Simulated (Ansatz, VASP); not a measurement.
## Ti: VASP beside Ansatz

File INCAR:

```
SYSTEM = Ti
PREC = Accurate
ENCUT = 520
EDIFF = 1E-6
ISMEAR = -1
SIGMA = 0.1
LREAL = .FALSE.
LASPH = .TRUE.
NELM = 100
ALGO = Normal
ISIF = 2
LWAVE = .FALSE.
LCHARG = .FALSE.
GGA = PS
NBANDS = 25
```

File KPOINTS:

```
regular mesh
0
G
  9 9 12
  0 0 0
```

The input POSCAR:

```
Ti
1.0
    4.3700000000      0.0000000000      0.0000000000
   -2.1850000000      3.7845310170      0.0000000000
    0.0000000000      0.0000000000      2.8200000000
Ti
3
Direct
    0.0000000000      0.0000000000      0.0000000000
    0.3333333333      0.6666666667      0.5000000000
    0.6666666667      0.3333333333      0.5000000000
```

Input for Ansatz:

```yaml
crystal:
  lattice:
    - [4.369999999999999, 0.0, 0.0]
    - [-2.1849999999999996, 3.784531017, 0.0]
    - [0.0, 0.0, 2.82]
  atoms:
    - { symbol: Ti, position: [0.0, 0.0, 0.0] }
    - { symbol: Ti, position: [0.3333333333333333, 0.6666666666666666, 0.5] }
    - { symbol: Ti, position: [0.6666666666666666, 0.3333333333333333, 0.5] }
basis:
  ecutwfc: 520.0
kpoints:
  mp_grid:
    grid: [9, 9, 12]
hamiltonian:
  xc: pbesol
scf:
  occupations:
    method: fermi_dirac
output:
  stress: true
```

Alike in both runs: task single point; functional PBEsol; k mesh 9 × 9 × 12; no spin polarisation.

|  | VASP | Ansatz |
| --- | --- | --- |
| version | VASP 6.6.1 | Ansatz 0.2.0 |
| potentials or method | VASP PAW PBE potentials, release 64 (Ti_sv), cutoff 520 eV | plane waves, PAW |
| occupations | fermi-dirac, width 0.1 eV | fermi-dirac |
| valence electrons in the cell | 36 | 36 |

|  | VASP | Ansatz | Ansatz less VASP |
| --- | --- | --- | --- |
| pressure (GPa) | 7.2 | 7.6 | +0.32 |
| traceless stress, the component that is largest in VASP (GPa) | -5.18 | -5.19 | -0.015 |

VASP's potentials were made for PBE, not for PBEsol.
